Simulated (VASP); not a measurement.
Wanted: the native input for a VASP 6.6.1 run.

```
Task                               : single point
Functional                         : r2SCAN-based global hybrid with 10 % exact exchange
Potentials or basis                : VASP PAW PBE potentials, release 64 (Cd, S)
Cutoff                             : 520 eV
k mesh                             : 5 × 5 × 3
Occupations                        : fermi-dirac, width 0.05 eV
Spin                               : no spin polarisation
Dipole correction                  : no
Grid for exact exchange (PRECFOCK) : Normal
Share of exact exchange            : 0.1
Further INCAR settings             : ALGO = Normal; EDIFF = 1e-07; NBANDS = 22
```

Cd2S:

```xyz
3
Lattice="3.9627 0.0000 0.0000 -1.9813 3.4318 0.0000 0.0000 0.0000 5.8092" Properties=species:S:1:pos:R:3 pbc="T T T"
Cd    0.0000    2.2878    5.4183
Cd    1.9813    1.1439    3.3620
S     0.0000    2.2878    2.1245
```

The input as run:

POSCAR

```
Cd2S
1.0
    3.9626700490      0.0000000000      0.0000000000
   -1.9813350245      3.4317729293      0.0000000000
    0.0000000000      0.0000000000      5.8091920000
Cd S
2 1
Direct
    0.3333333333      0.6666666667      0.9327170000
    0.6666666667      0.3333333333      0.5787350000
    0.3333333333      0.6666666667      0.3657050000
```

INCAR.step1

```
ALGO = Normal ; EDIFF = 1E-5
ENCUT = 520 ; GGA = PE
ISIF = 2 ; ISMEAR = -1
LASPH = True ; LREAL = False
LWAVE = True ; NBANDS = 22
NELM = 60 ; PREC = Accurate
SIGMA = 0.05
```

INCAR.step2

```
AEXX = 0.1 ; ALGO = Normal
EDIFF = 1E-7 ; ENCUT = 520
ISIF = 2 ; ISMEAR = -1
ISTART = 1 ; LASPH = True
LCHARG = True ; LELF = True
LHFCALC = True ; LMIXTAU = True
LREAL = False ; LVHAR = True
LWAVE = False ; METAGGA = R2SCAN
NBANDS = 22 ; NELM = 60
PREC = Accurate ; PRECFOCK = Normal
SIGMA = 0.05
```

KPOINTS

```
k-points
0
Gamma
  5 5 3
```

Potentials or basis: VASP PAW PBE potentials, release 64 (Cd, S).

Launch:

```console
$ cat potpaw_PBE.64/Cd/POTCAR potpaw_PBE.64/S/POTCAR > POTCAR
$ cp INCAR.step1 INCAR
$ mpirun -np 1 vasp_std > vasp.out
$ cp INCAR.step2 INCAR
$ mpirun -np 1 vasp_std > vasp.out
```

Results of the run:

```json
{
 "Pressure": "-1.9 GPa",
 "Largest force": "0.065 eV/Å",
 "Band gap on the k mesh": "1.53 eV (least direct gap 1.75 eV)"
}
```

Caveat: the PAW data sets were made with another functional, which shifts forces and pressure a little.

Run time: 87 min on 1 thread of Oxide Virtual Turin-like Processor, with other jobs on the host, peak memory 0.21 GiB.
